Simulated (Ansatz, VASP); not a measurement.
## SnTe: VASP beside Ansatz

```
CELL_PARAMETERS angstrom
0.00000 3.38992 3.38992
3.38992 0.00000 3.38992
3.38992 3.38992 0.00000
ATOMIC_POSITIONS crystal
Sn 0.00000 0.00000 0.00000
Te 0.25000 0.25000 0.25000
```

Change from the starting cell: volume scaled by 0.88, LAPW.

Alike in both runs: task single point; functional PBEsol; k mesh 12 × 12 × 12; occupations fermi-dirac, width 0.1 eV; no spin polarisation.

|  | VASP | Ansatz |
| --- | --- | --- |
| version | VASP 6.6.1 | Ansatz 0.2.0 |
| potentials or method | VASP PAW PBE potentials, release 64 (Sn_d, Te), cutoff 520 eV | all-electron LAPW, scalar-relativistic |

```tsv
	VASP	Ansatz	Ansatz less VASP
pressure (GPa)	4.2	4.2	-0.01
```

VASP's potentials were made for PBE, not for PBEsol. Ansatz ran all-electron here, and VASP with PAW potentials.

Neither program's run includes spin-orbit coupling.
